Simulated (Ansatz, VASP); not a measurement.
## HfO2: VASP beside Ansatz

```xyz
6
Lattice="4.8382 0.0000 0.0000 0.0000 4.8382 0.0000 0.0000 0.0000 3.2203" Properties=species:S:1:pos:R:3 pbc="T T T"
Hf   -0.0069    0.0041    0.0000
Hf    2.4063    2.4076    1.6102
O     0.9431    3.7689    1.6102
O     1.5858    1.6433    0.0000
O     3.4719    3.5294    0.0000
O     3.8951    0.8169    1.6102
```

Change from the starting cell: mode 13 (463.3 1/cm) frozen in, largest displacement -0.200 Å.

Alike in both runs: task single point; functional r2SCAN; k mesh 6 × 6 × 8; occupations gaussian, width 0.05 eV; no spin polarisation.

```csv
,VASP,Ansatz
version,VASP 6.6.1,Ansatz 0.2.0
potentials or method,"VASP PAW PBE potentials, release 64 (Hf_pv, O), cutoff 520 eV","scalar-relativistic, plane waves, PAW"
valence electrons in the cell,44,76
```

|  | VASP | Ansatz | Ansatz less VASP |
| --- | --- | --- | --- |
| gap on the k mesh at the Fermi level (eV) | 4.54 | 4.59 | +0.054 |
| least direct gap on the mesh (eV) | 4.67 | 4.72 | +0.052 |
| pressure (GPa) | 3.4 | 6.3 | +2.94 |
| traceless stress, the component that is largest in VASP (GPa) | 3.31 | 3.22 | -0.095 |
| rms of the force components (eV/Å) | 1.317 | 1.336 | +0.0183 |

VASP's potentials were made for PBE, not for r2SCAN. Atom by atom the forces differ by 0.046 eV/Å (rms over components). The functional is the same, so the differences come from potentials, cutoffs and numerics. VASP's potentials hold 44 valence electrons a cell and Ansatz's 76, so a difference there can come from the potentials and not from the codes.

Neither program's run includes spin-orbit coupling.
